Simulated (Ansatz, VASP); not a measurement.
**Na2SrO2 in VASP and in Ansatz**

```
Na Sr O
1.0
     3.60002    0.00000    0.00000
    -1.80001    3.11771    0.00000
     0.00000    0.00000    6.45132
Na Sr O
2 1 2
Direct
  0.66667 0.33333 0.80068
  0.33333 0.66667 0.19932
  0.00000 0.00000 0.00000
  0.66667 0.33333 0.35374
  0.33333 0.66667 0.64626
```

Change from the starting cell: species swapped into the Li2MnN2 type (P-3m1, No. 164).

Alike in both runs: task relaxation of cell and atoms; functional PBE; k mesh 6 × 6 × 4; occupations gaussian, width 0.1 eV; no spin polarisation.

|  | VASP | Ansatz |
| --- | --- | --- |
| version | VASP 6.6.1 | Ansatz 0.2.0 |
| potentials or method | VASP PAW PBE potentials, release 64 (Na_pv, Sr_sv, O), cutoff 600 eV | scalar-relativistic, plane waves, PAW |
| valence electrons in the cell | 36 | 40 |

VASP gave:

* gap on the k mesh at the Fermi level, each at its own relaxed structure (eV): 2.60
* relaxed volume (Å³/atom): 15.65
* relaxed cell length with the largest relative difference (Å): 3.798

**Question.** What did Ansatz give for the same quantities?

**Answer.** gap on the k mesh at the Fermi level, each at its own relaxed structure (eV): 2.63; relaxed volume (Å³/atom): 15.56; relaxed cell length with the largest relative difference (Å): 3.783.

VASP's potentials hold 36 valence electrons a cell and Ansatz's 40, so a difference there can come from the potentials and not from the codes.
